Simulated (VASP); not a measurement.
Input of a VASP 6.6.1 run:

File POSCAR:

```
BP
1.0
    0.0000000000      2.2682552984      2.2682552984
    2.2682552984      0.0000000000      2.2682552984
    2.2682552984      2.2682552984      0.0000000000
B P
1 1
Direct
    0.0000000000      0.0000000000      0.0000000000
    0.7500000000      0.7500000000      0.7500000000
```

The input INCAR.step1:

```
SYSTEM = BP
  PREC = Accurate
  ENCUT = 600
  ISMEAR = 0
  SIGMA = 0.01
  LREAL = .False.
  LASPH = .True.
  NELM = 80
  GGA = PE
  ALGO = Normal
  EDIFF = 1E-4
  LWAVE = .True.
  LCHARG = .False.
```

The input INCAR.step2:

```
SYSTEM = BP
  PREC = Accurate
  ENCUT = 600
  EDIFF = 1E-7
  ISMEAR = 0
  SIGMA = 0.01
  LREAL = .False.
  LASPH = .True.
  NELM = 80
  ALGO = Normal
  ISIF = 3
  LWAVE = .False.
  LCHARG = .False.
  METAGGA = R2SCAN
  LMIXTAU = .True.
  IBRION = 2
  NSW = 100
  EDIFFG = -0.002
  PSTRESS = 100.0
  ISTART = 1
```

KPOINTS

```
Automatic mesh
0
Gamma
  8 8 8
  0 0 0
```

Potentials or basis: VASP PAW PBE potentials, release 64 (B, P).

Launch:

```console
$ cat potpaw_PBE.64/B/POTCAR potpaw_PBE.64/P/POTCAR > POTCAR
$ cp INCAR.step1 INCAR
$ mpirun -np 1 vasp_std > vasp.out
$ cp INCAR.step2 INCAR
$ mpirun -np 1 vasp_std > vasp.out
```

What does it give for the band gap on the k mesh?

1.41 eV, indirect (least direct gap 3.73 eV).

Estimate the relaxed cell.

a = 3.148 Å, b = 3.148 Å, c = 3.148 Å, α = 60.00°, β = 60.00°, γ = 60.00°.

Predict the relaxed volume.

11.03 Å³/atom.

Estimate the space group after relaxing (to 0.05 Å).

F-43m (No. 216).

Final structure:
```yaml
crystal:
  lattice:
    - [0.00000, 2.22630, 2.22630]
    - [2.22630, 0.00000, 2.22630]
    - [2.22630, 2.22630, 0.00000]
  atoms:
    - { symbol: B, position: [0.00000, 0.00000, 0.00000] }
    - { symbol: P, position: [0.75000, 0.75000, 0.75000] }
```

Caveat: the cell is relaxed towards a set pressure, so the enthalpy falls and the energy may rise; the PAW data sets were made with another functional, which shifts forces and pressure a little. r2SCAN opens gaps a little over a GGA but as a rule still falls short of measured ones.
